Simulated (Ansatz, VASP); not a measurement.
One calculation of SnH, two programs

```
Sn H
1.0
     3.12747    0.00000    0.00000
     0.00000    3.12747    0.00000
     0.00000    0.00000    3.14097
Sn H
1 1
Cartesian
  0.0000 0.0000 0.0000
  1.5637 1.5637 1.5705
```

Change from the starting cell: species swapped into the TiHg type (P4/mmm, No. 123).

Alike in both runs: functional PBE; k mesh 18 × 18 × 16; occupations gaussian, width 0.1 eV; no spin polarisation.

Ansatz relaxed the structure, and its values are those at the end. VASP's run is a single point on that final structure, the one shown.

|  | VASP | Ansatz |
| --- | --- | --- |
| version | VASP 6.6.1 | Ansatz 0.2.0 |
| potentials or method | VASP PAW PBE potentials, release 64 (Sn_d, H), cutoff 520 eV | scalar-relativistic, plane waves, PAW |
| valence electrons in the cell | 15 | 15 |

Ansatz gave:

```
gap on the k mesh at the Fermi level (eV) : none
pressure (GPa)                            : 0.0
```

Task: What did VASP give for the same quantities?

Result: gap on the k mesh at the Fermi level (eV): none; pressure (GPa): -0.1.

A gap of «none» marks a metal or a gap that the smearing closes. With one functional, cell and mesh, what is left measures potentials, basis and numerics.
